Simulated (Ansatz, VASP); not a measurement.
# Sc3W in VASP and in Ansatz

```xyz
8
Lattice="6.2197 0.0000 0.0000 -3.1098 5.3864 0.0000 0.0000 0.0000 4.9475" Properties=species:S:1:pos:R:3 pbc="T T T"
Sc    0.0000    1.8351    1.2369
Sc    1.5206    4.4688    1.2369
Sc   -1.5206    4.4688    1.2369
Sc    3.1098    3.5512    3.7106
Sc    1.5893    0.9176    3.7106
Sc    4.6304    0.9176    3.7106
W     0.0000    3.5909    3.7106
W     3.1098    1.7955    1.2369
```

Change from the starting cell: species swapped into the TcIr3 type (P6_3/mmc, No. 194).

Alike in both runs: task single point; functional PBE; k mesh 3 × 3 × 4; occupations gaussian, width 0.1 eV; collinear spin.

```csv
,VASP,Ansatz
version,VASP 6.6.1,Ansatz 0.2.0
potentials or method,"VASP PAW PBE potentials, release 64 (Sc_sv, W_sv), cutoff 520 eV","scalar-relativistic, plane waves, PAW"
valence electrons in the cell,94,94
```

```csv
,VASP,Ansatz,Ansatz less VASP
gap on the k mesh at the Fermi level (eV),none,none,-
pressure (GPa),0.1,0.0,-0.11
net moment per atom (μB),0.00,0.00,0.000
```

A gap of «none» marks a metal or a gap that the smearing closes. With one functional, cell and mesh, what is left measures potentials, basis and numerics. Ansatz's warnings: seeded moment not kept.

The k mesh is coarse, so the values compare programs but aren't converged. Spin-orbit coupling is off throughout.
